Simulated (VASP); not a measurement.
# Sn (I4_1/amd) in VASP: a series of runs, part 2 of 2

VASP 6.6.1.

### Step 4. Single point, r2SCAN (strain -0.050 along x and y, -0.025 along z)

POSCAR reads:

```
Sn
1.0
   -2.7931334325      2.7931334325      1.5593194392
    2.7931334325     -2.7931334325      1.5593194392
    2.7931334325      2.7931334325     -1.5593194392
Sn
2
Direct
    0.7500000000      0.2500000000      0.5000000000
    0.0000000000      0.0000000000      0.0000000000
```

INCAR.step1 reads:

```
SYSTEM = Sn
  PREC = Accurate
  ENCUT = 520
  ISMEAR = 0
  SIGMA = 0.15
  LREAL = .FALSE.
  LASPH = .TRUE.
  NELM = 80
  NBANDS = 21
  GGA = PE
  ALGO = Normal
  EDIFF = 1E-4
  LWAVE = .TRUE.
  LCHARG = .FALSE.
```

INCAR.step2 reads:

```
SYSTEM = Sn
  PREC = Accurate
  ENCUT = 520
  EDIFF = 1E-6
  ISMEAR = 0
  SIGMA = 0.15
  LREAL = .FALSE.
  LASPH = .TRUE.
  NELM = 80
  ALGO = Normal
  ISIF = 2
  LWAVE = .FALSE.
  LCHARG = .FALSE.
  METAGGA = R2SCAN
  LMIXTAU = .TRUE.
  NBANDS = 21
  ISTART = 1
```

KPOINTS reads:

```
regular mesh
0
G
  16 16 16
  0 0 0
```

Potentials or basis: VASP PAW PBE potentials, release 64 (Sn_d).

Command:

```console
$ cat potpaw_PBE.64/Sn_d/POTCAR > POTCAR
$ cp INCAR.step1 INCAR
$ mpirun -np 1 vasp_std > vasp.out
$ cp INCAR.step2 INCAR
$ mpirun -np 1 vasp_std > vasp.out
```

OUTCAR:

```text
SYSTEM = Sn
   PREC = Accurate
   ENCUT = 520
   EDIFF = 1E-6
   ISMEAR = 0
   LREAL = .FALSE.
   LASPH = .TRUE.
   NELM = 80
   ISIF = 2
   METAGGA = R2SCAN
   ISTART = 1

 ion  position               nearest neighbor table
   1  0.750  0.250  0.500-   2 2.90   2 2.90   2 2.90   2 2.90   2 3.64   2 3.64   2 3.64   2 3.64

   2  0.000  0.000  0.000-   1 2.90   1 2.90   1 2.90   1 2.90   1 3.64   1 3.64   1 3.64   1 3.64

  LATTYP: Found a body centered tetragonal cell.
 ALAT       =     5.5862668650
 C/A-ratio  =     0.5582688679

  Lattice vectors:

 A1 = (  -2.7931334325,   2.7931334325,   1.5593194392)
 A2 = (   2.7931334325,  -2.7931334325,   1.5593194392)
 A3 = (   2.7931334325,   2.7931334325,  -1.5593194392)

Analysis of symmetry for initial positions (statically):
=====================================================================
 Subroutine PRICEL returns:
 Original cell was already a primitive cell.

 Routine SETGRP: Setting up the symmetry group for a
 body centered tetragonal supercell.

 Subroutine GETGRP returns: Found 16 space group operations
 (whereof  8 operations were pure point group operations)
 out of a pool of 16 trial point group operations.

The static configuration has the point symmetry D_2d.
 The point group associated with its full space group is D_4h.

Analysis of symmetry for dynamics (positions and initial velocities):
=====================================================================
 Subroutine PRICEL returns:
 Original cell was already a primitive cell.

 Routine SETGRP: Setting up the symmetry group for a
 body centered tetragonal supercell.

 Subroutine GETGRP returns: Found 16 space group operations
 (whereof  8 operations were pure point group operations)
 out of a pool of 16 trial point group operations.

The dynamic configuration has the point symmetry D_2d.
 The point group associated with its full space group is D_4h.

 Subroutine INISYM returns: Found 16 space group operations
 (whereof  8 operations are pure point group operations),
 and found     1 'primitive' translations

----------------------------------------------------------------------------------------

                                     Primitive cell

  volume of cell :      48.6607

  direct lattice vectors                    reciprocal lattice vectors
    -2.793133432  2.793133432  1.559319439     0.000000000  0.179010424  0.320652707
     2.793133432 -2.793133432  1.559319439     0.179010424  0.000000000  0.320652707
     2.793133432  2.793133432 -1.559319439     0.179010424  0.179010424  0.000000000

  length of vectors
     4.246724132  4.246724132  4.246724132     0.367236832  0.367236832  0.253158969

  position of ions in fractional coordinates (direct lattice)
     0.750000000  0.250000000  0.500000000
     0.000000000  0.000000000  0.000000000

  ion indices of the primitive-cell ions
   primitive index   ion index
                 1           1
                 2           2

----------------------------------------------------------------------------------------

 KPOINTS: regular mesh

Automatic generation of k-mesh.
 Grid dimensions read from file:
 generate k-points for:   16   16   16

 Generating k-lattice:

  Cartesian coordinates                     Fractional coordinates (reciprocal lattice)
     0.000000000  0.011188151  0.020040794     0.062500000 -0.000000000  0.000000000
     0.011188151  0.000000000  0.020040794    -0.000000000  0.062500000  0.000000000
     0.011188151  0.011188151  0.000000000     0.000000000  0.000000000  0.062500000

  Length of vectors
     0.022952302  0.022952302  0.015822436

  Shift w.r.t. Gamma in fractional coordinates (k-lattice)
     0.000000000  0.000000000  0.000000000

 Subroutine IBZKPT returns following result:
 ===========================================

 Found    349 irreducible k-points:

 Following reciprocal coordinates:
            Coordinates               Weight
  0.000000  0.000000  0.000000      1.000000
  0.062500  0.000000  0.000000      8.000000
  0.125000  0.000000  0.000000      8.000000
  0.187500  0.000000 -0.000000      8.000000
  0.250000  0.000000  0.000000      8.000000
  0.312500  0.000000 -0.000000      8.000000
[... 16 lines left out ...]
 -0.125000  0.062500  0.000000     16.000000
 -0.062500  0.062500  0.000000      4.000000
 [... further k-points ...]
   k-points           NKPTS =    349   k-points in BZ     NKDIM =    349   number of bands    NBANDS=     21
   number of dos      NEDOS =    301   number of ions     NIONS =      2
   total plane-waves  NPLWV =  32768
   dimension x,y,z NGX =    32 NGY =   32 NGZ =   32
   dimension x,y,z NGXF=    64 NGYF=   64 NGZF=   64
   ions per type =               2
   NGX,Y,Z   is equivalent  to a cutoff of  12.53, 12.53, 12.53 a.u.
   NGXF,Y,Z  is equivalent  to a cutoff of  25.05, 25.05, 25.05 a.u.
 SYSTEM =  Sn
   PREC   = accura    normal or accurate (medium, high low for compatibility)
   ISTART =      1    job   : 0-new  1-cont  2-samecut
   ICHARG =      0    charge: 1-file 2-atom 10-const
   ISPIN  =      1    spin polarized calculation?
   LNONCOLLINEAR =      F non collinear calculations
   LSORBIT =      F    spin-orbit coupling
   LASPH  =      T    aspherical Exc in radial PAW
   ENCUT  =  520.0 eV  38.22 Ry    6.18 a.u.   7.90  7.90  7.90*2*pi/ulx,y,z
   NELM   =     80;   NELMIN=  2; NELMDL=  0     # of ELM steps
   EDIFF  = 0.1E-05   stopping-criterion for ELM
   LREAL  =      F    real-space projection
   EDIFFG = 0.1E-04   stopping-criterion for IOM
   NSW    =      0    number of steps for IOM
   IBRION =     -1    ionic relax: 0-MD 1-quasi-New 2-CG
   NFREE  =      0    steps in history (QN), initial steepest desc. (CG)
   ISIF   =      2    stress and relaxation
   ISYM   =      2    0-nonsym 1-usesym 2-fastsym
   POTIM  = 0.5000    time-step for ionic-motion
   TEBEG  =    0.0;   TEEND  =   0.0 temperature during run
   PSTRESS=    0.0 pullay stress
   NELECT =      28.0000    total number of electrons
   NUPDOWN=      -1.0000    fix difference up-down
   EMIN   =  10.00;   EMAX   =-10.00  energy-range for DOS
   EFERMI =   0.00;   METHOD = LEGACY
   ISMEAR =     0;   SIGMA  =   0.15  broadening in eV -4-tet -1-fermi 0-gaus
   EFERMI_NEDOS =   21; number of points for ismear=-14 and -15
   IALGO  =     38    algorithm
   IMIX   =      4    mixing-type and parameters
     AMIX     =   0.40;   BMIX     =  1.00
     AMIX_MAG =   1.60;   BMIX_MAG =  1.00
  volume/ion in A,a.u.               =      24.33       164.19
  Fermi-wavevector in a.u.,A,eV,Ry     =   1.361658  2.573160 25.226730  1.854112
  Thomas-Fermi vector in A             =   2.488215
   LORBIT       =      0    0 simple, 1 ext, 2 COOP (PROOUT), +10 PAW based schemes
   METAGGA = R2SCAN    functional components
   LHFCALC =     F    Hartree Fock is set to
   AEXX    =    0.0000 exact exchange contribution
   IVDW    =     0    specifies the selected vdW correction
   LEPSILON=     F    determine dielectric tensor
   LRPA    =     F    only Hartree local field effects (RPA)
 non-spin polarized calculation
 Gauss-broadening in eV      SIGMA  =   0.15
  energy-cutoff  :      520.00
  volume of cell :       48.66
 maximum number of plane-waves:      1334
   NGX = 15   NGY = 15   NGZ = 15

 number of electron      27.9999985 magnetization

 Free energy of the ion-electron system (eV)
  ---------------------------------------------------
  ext. energy  EPLUGINS =         0.00000000
  ---------------------------------------------------
  free energy    TOTEN  =       -49.07085259 eV

  energy without entropy =      -49.06255155  energy(sigma->0) =      -49.06670207

 E-fermi :   9.3997     XC(G=0): -11.7195

 val. band max:        9.3973947463   @ k =  -0.2500  -0.4375   0.0625
 cond. band min:       9.4099191169   @ k =   0.4375   0.4375  -0.0000
 fundamental gap:      0.0125243706
 Fermi energy:         9.3997172468

 k-point     1 :       0.0000    0.0000    0.0000
  band No.  band energies     occupation
      1     -13.2303      2.00000
      2     -13.0562      2.00000
      3     -13.0453      2.00000
      4     -12.9853      2.00000
      5     -12.7904      2.00000
      6     -12.7903      2.00000
[... 13 lines left out ...]
     20      20.5270      0.00000
     21      20.9018      0.00000
[... 529 lines left out ...]
 k-point    24 :      -0.0625    0.0625    0.0000
  band No.  band energies     occupation
      1     -13.2256      2.00000
      2     -13.0577      2.00000
      3     -13.0409      2.00000
      4     -12.9891      2.00000
      5     -12.7929      2.00000
      6     -12.7868      2.00000
[... 13 lines left out ...]
     20      20.6493      0.00000
     21      20.6748      0.00000

 [... further k-points ...]
[... 5 lines left out ...]
  --------------------------------------------------------------------------------------
  -------------------------------------------------------------------------------------
  Total        3.1701175      3.1701175      2.1782351      0.0000000      0.0000000      0.0000000
  in kB      104.3776440    104.3776440     71.7194393      0.0000000      0.0000000      0.0000000
  external PRESSURE =      93.4915758 kB  Pullay stress =       0.0000000 kB

 VOLUME and BASIS-vectors are now :
 -----------------------------------------------------------------------------
  energy-cutoff  :      520.00
  volume of cell :       48.66
      direct lattice vectors                 reciprocal lattice vectors
    -2.793133432  2.793133432  1.559319439     0.000000000  0.179010424  0.320652707
     2.793133432 -2.793133432  1.559319439     0.179010424  0.000000000  0.320652707
     2.793133432  2.793133432 -1.559319439     0.179010424  0.179010424  0.000000000

 POSITION                                       TOTAL-FORCE (eV/Angst)
 -----------------------------------------------------------------------------------
     -0.00000      2.79313      0.77966         0.000000     -0.000000      0.000000
      0.00000      0.00000      0.00000        -0.000000      0.000000     -0.000000
 -----------------------------------------------------------------------------------
    total drift:                                0.000000     -0.000000      0.000000

  FREE ENERGIE OF THE ION-ELECTRON SYSTEM (eV)
  ---------------------------------------------------
  free  energy   TOTEN  =       -49.0708525856 eV

  energy  without entropy=      -49.0625515484  energy(sigma->0) =      -49.06670207
```

It took 12 min on 1 thread of Intel Xeon Platinum 8375C at 2.90GHz (Ice Lake), shared host; peak memory 0.39 GiB.

What came out:

| Quantity | Value |
| --- | --- |
| Free energy | -49.0709 eV |
| Pressure | 9.3 GPa |
| Band gap on the k mesh | zero (band 14 reaches 11.49 eV, above the bottom of band 15 at 6.02 eV) |

Stress tensor (GPa, compression positive):
```
10.44  0.00  0.00
 0.00 10.44  0.00
 0.00  0.00  7.17
```

Levels at points of the mesh, in eV from the Fermi level:
| k point | band 11 | band 12 | band 13 | band 14 | band 15 | band 16 | band 17 | band 18 |
| --- | --- | --- | --- | --- | --- | --- | --- | --- |
| (0.00, 0.00, 0.00) | -12.61 | -3.04 | -2.42 | -2.42 | 3.22 | 7.33 | 7.33 | 7.60 |
| (0.50, 0.00, 0.00) | -7.68 | -6.22 | -2.22 | -2.11 | -1.65 | 2.31 | 3.32 | 5.59 |
| (0.50, 0.50, 0.00) | -9.96 | -9.96 | 0.63 | 0.63 | 2.22 | 2.22 | 6.43 | 6.43 |
| (0.50, 0.50, 0.50) | -8.11 | -8.11 | -5.75 | -5.75 | 5.18 | 5.18 | 11.49 | 11.49 |

Caveat: the cell differs from its parent crystal (strain -0.050 along x and y, -0.025 along z); the PAW data sets were made with another functional, which shifts forces and pressure a little; spin-orbit coupling is left out, which moves the levels of the heavy elements.

### Step 5. Overview

```csv
cell,gap on the mesh (eV),pressure (GPa)
"a = 4.441 Å, angles 97.1, 97.1, 138.9°, 2 atoms",none,1.3
"a = 4.232 Å, angles 97.4, 97.4, 137.9°, 2 atoms",none,11.9
"a = 4.247 Å, angles 97.7, 97.7, 136.9°, 2 atoms",none,9.3
```

Alike in all rows: task single point; level r2SCAN; potentials or basis VASP PAW PBE potentials, release 64 (Sn_d); no spin polarisation; k mesh 16 × 16 × 16; cutoff (eV) 520; smearing gaussian 0.15 eV.

Caveats: the PAW data sets were made with another functional, which shifts forces and pressure a little; spin-orbit coupling is left out, which moves the levels of the heavy elements.

Total energies depend on the potentials used, so only differences within one code and one set of settings carry meaning.
